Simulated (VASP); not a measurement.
# BP (F-43m) in VASP: notebook

BP is run at these levels: r2SCAN; tasks: single point.

Everything below comes from runs of VASP 6.6.1. Logs are shortened: lines on timing, memory, paths and dates and some standing lists are left out, and cuts for length are marked.

### 1 The cell of the first run

Symmetry: F-43m, No. 216, cubic system. Conventional cell: a = 4.538 Å, b = 4.538 Å, c = 4.538 Å, α = 90.00°, β = 90.00°, γ = 90.00°. P (site symmetry -43m) has 4 B at 1.97 Å within 2.6 Å. B (site symmetry -43m) has 4 P at 1.97 Å within 2.6 Å.

### 2 Single point, r2SCAN

The input, POSCAR:

```
BP
1.0
    0.0000000000      2.2690000000      2.2690000000
    2.2690000000      0.0000000000      2.2690000000
    2.2690000000      2.2690000000      0.0000000000
P B
1 1
Direct
    0.7500000000      0.7500000000      0.7500000000
    0.0000000000      0.0000000000      0.0000000000
```

The input, INCAR.step1:

```
SYSTEM = BP
PREC = Accurate
ENCUT = 520
ISMEAR = -1
SIGMA = 0.05
LREAL = .False.
LASPH = .True.
NELM = 80
NBANDS = 11
GGA = PE
ALGO = Normal
EDIFF = 1E-4
LWAVE = .True.
LCHARG = .False.
```

The input, INCAR.step2:

```
SYSTEM = BP
PREC = Accurate
ENCUT = 520
EDIFF = 1E-6
ISMEAR = -1
SIGMA = 0.05
LREAL = .False.
LASPH = .True.
NELM = 80
ALGO = Normal
ISIF = 2
LWAVE = .False.
LCHARG = .False.
METAGGA = R2SCAN
LMIXTAU = .True.
NBANDS = 11
ISTART = 1
```

The input, KPOINTS:

```
regular mesh
0
Gamma
  10 10 10
  0 0 0
```

Potentials or basis: VASP PAW PBE potentials, release 64 (P, B).

Launch:

```
$ cat potpaw_PBE.64/P/POTCAR potpaw_PBE.64/B/POTCAR > POTCAR
$ cp INCAR.step1 INCAR
$ mpirun -np 1 vasp_std > vasp.out
$ cp INCAR.step2 INCAR
$ mpirun -np 1 vasp_std > vasp.out
```

OUTCAR:

```text
SYSTEM = BP
   PREC = Accurate
   ENCUT = 520
   EDIFF = 1E-6
   ISMEAR = -1
   LREAL = .False.
   LASPH = .True.
   NELM = 80
   ISIF = 2
   METAGGA = R2SCAN
   ISTART = 1

 ion  position               nearest neighbor table
   1  0.750  0.750  0.750-   2 1.97   2 1.97   2 1.97   2 1.97
   2  0.000  0.000  0.000-   1 1.97   1 1.97   1 1.97   1 1.97

  LATTYP: Found a face centered cubic cell.
 ALAT       =     4.5380000000

  Lattice vectors:

 A1 = (   0.0000000000,   2.2690000000,   2.2690000000)
 A2 = (   2.2690000000,   0.0000000000,   2.2690000000)
 A3 = (   2.2690000000,   2.2690000000,   0.0000000000)

Analysis of symmetry for initial positions (statically):
=====================================================================
 Subroutine PRICEL returns:
 Original cell was already a primitive cell.

 Routine SETGRP: Setting up the symmetry group for a
 face centered cubic supercell.

 Subroutine GETGRP returns: Found 24 space group operations
 (whereof 24 operations were pure point group operations)
 out of a pool of 48 trial point group operations.

The static configuration has the point symmetry T_d .

Analysis of symmetry for dynamics (positions and initial velocities):
=====================================================================
 Subroutine PRICEL returns:
 Original cell was already a primitive cell.

 Routine SETGRP: Setting up the symmetry group for a
 face centered cubic supercell.

 Subroutine GETGRP returns: Found 24 space group operations
 (whereof 24 operations were pure point group operations)
 out of a pool of 48 trial point group operations.

The dynamic configuration has the point symmetry T_d .

 Subroutine INISYM returns: Found 24 space group operations
 (whereof 24 operations are pure point group operations),
 and found     1 'primitive' translations

----------------------------------------------------------------------------------------

                                     Primitive cell

  volume of cell :      23.3633

  direct lattice vectors                    reciprocal lattice vectors
     0.000000000  2.269000000  2.269000000    -0.220361393  0.220361393  0.220361393
     2.269000000  0.000000000  2.269000000     0.220361393 -0.220361393  0.220361393
     2.269000000  2.269000000  0.000000000     0.220361393  0.220361393 -0.220361393

  length of vectors
     3.208850573  3.208850573  3.208850573     0.381677128  0.381677128  0.381677128

  position of ions in fractional coordinates (direct lattice)
[... 75 lines left out ...]
   LSORBIT =      F    spin-orbit coupling
   LASPH  =      T    aspherical Exc in radial PAW
   ENCUT  =  520.0 eV  38.22 Ry    6.18 a.u.   5.97  5.97  5.97*2*pi/ulx,y,z
   NELM   =     80;   NELMIN=  2; NELMDL=  0     # of ELM steps
   EDIFF  = 0.1E-05   stopping-criterion for ELM
   LREAL  =      F    real-space projection
   EDIFFG = 0.1E-04   stopping-criterion for IOM
   NSW    =      0    number of steps for IOM
   IBRION =     -1    ionic relax: 0-MD 1-quasi-New 2-CG
   NFREE  =      0    steps in history (QN), initial steepest desc. (CG)
   ISIF   =      2    stress and relaxation
   ISYM   =      2    0-nonsym 1-usesym 2-fastsym
   POTIM  = 0.5000    time-step for ionic-motion
   TEBEG  =    0.0;   TEEND  =   0.0 temperature during run
   PSTRESS=    0.0 pullay stress
   NELECT =       8.0000    total number of electrons
   NUPDOWN=      -1.0000    fix difference up-down
   EMIN   =  10.00;   EMAX   =-10.00  energy-range for DOS
[... 5 lines left out ...]
     AMIX     =   0.40;   BMIX     =  1.00
     AMIX_MAG =   1.60;   BMIX_MAG =  1.00
  volume/ion in A,a.u.               =      11.68        78.83
  Fermi-wavevector in a.u.,A,eV,Ry     =   1.145320  2.164342 17.847562  1.311759
  Thomas-Fermi vector in A             =   2.282009
   LORBIT       =      0    0 simple, 1 ext, 2 COOP (PROOUT), +10 PAW based schemes
   METAGGA = R2SCAN    functional components
   LHFCALC =     F    Hartree Fock is set to
   AEXX    =    0.0000 exact exchange contribution
   IVDW    =     0    specifies the selected vdW correction
   LEPSILON=     F    determine dielectric tensor
   LRPA    =     F    only Hartree local field effects (RPA)
 non-spin polarized calculation
  energy-cutoff  :      520.00
  volume of cell :       23.36
 maximum number of plane-waves:       639
   NGX = 11   NGY = 11   NGZ = 11

 number of electron       8.0000000 magnetization

 Free energy of the ion-electron system (eV)
  ---------------------------------------------------
  ext. energy  EPLUGINS =         0.00000000
  ---------------------------------------------------
  free energy    TOTEN  =       -17.31125586 eV

  energy without entropy =      -17.31125585  energy(sigma->0) =      -17.31125586

 E-fermi :   8.0933     XC(G=0): -11.5009

 val. band max:        7.3889867911   @ k =   0.0000   0.0000   0.0000
 cond. band min:       8.8355542444   @ k =   0.4000   0.4000   0.0000
 fundamental gap:      1.4465674533
 Fermi energy:         8.0932596305

 k-point     1 :       0.0000    0.0000    0.0000
  band No.  band energies     occupation
      1      -8.8704      2.00000
      2       7.3890      2.00000
      3       7.3890      2.00000
      4       7.3890      2.00000
      5      11.0293      0.00000
      6      11.0293      0.00000
      7      11.0293      0.00000
      8      15.3994      0.00000
      9      19.7937      0.00000
     10      20.0359      0.00000
     11      20.0359      0.00000
[... 309 lines left out ...]
 k-point    24 :       0.4000    0.3000    0.0000
  band No.  band energies     occupation
      1      -5.7743      2.00000
      2       0.8664      2.00000
      3       3.1320      2.00000
      4       3.6766      2.00000
      5       9.4302      0.00000
      6      11.3382      0.00000
      7      17.5399      0.00000
      8      17.5468      0.00000
      9      22.4295      0.00000
     10      23.4188      0.00000
     11      25.5345      0.00000

 [... further k-points ...]
[... 5 lines left out ...]
  --------------------------------------------------------------------------------------
  -------------------------------------------------------------------------------------
  Total       -0.0980133     -0.0980133     -0.0980133      0.0000000      0.0000000      0.0000000
  in kB       -6.7214349     -6.7214349     -6.7214349      0.0000000      0.0000000      0.0000000
  external PRESSURE =      -6.7214349 kB  Pullay stress =       0.0000000 kB

 VOLUME and BASIS-vectors are now :
 -----------------------------------------------------------------------------
  energy-cutoff  :      520.00
  volume of cell :       23.36
      direct lattice vectors                 reciprocal lattice vectors
     0.000000000  2.269000000  2.269000000    -0.220361393  0.220361393  0.220361393
     2.269000000  0.000000000  2.269000000     0.220361393 -0.220361393  0.220361393
     2.269000000  2.269000000  0.000000000     0.220361393  0.220361393 -0.220361393

 POSITION                                       TOTAL-FORCE (eV/Angst)
 -----------------------------------------------------------------------------------
      3.40350      3.40350      3.40350         0.000000      0.000000     -0.000000
      0.00000      0.00000      0.00000        -0.000000     -0.000000      0.000000
 -----------------------------------------------------------------------------------
    total drift:                               -0.000000     -0.000000     -0.000000

  FREE ENERGIE OF THE ION-ELECTRON SYSTEM (eV)
  ---------------------------------------------------
  free  energy   TOTEN  =       -17.3112558587 eV

  energy  without entropy=      -17.3112558514  energy(sigma->0) =      -17.31125586
```

It took 24 s on 1 thread of Intel Xeon Platinum 8259CL at 2.50GHz (Skylake/Cascade Lake), shared host; peak memory 0.14 GiB.

What came out:

* Free energy: -17.3113 eV
* Pressure: -0.7 GPa
* Band gap on the k mesh: 1.45 eV, indirect (least direct gap 3.64 eV)

Caveat: the PAW data sets were made with another functional, which shifts forces and pressure a little. A k mesh can miss the band edges.

[end of part 1 of 2]
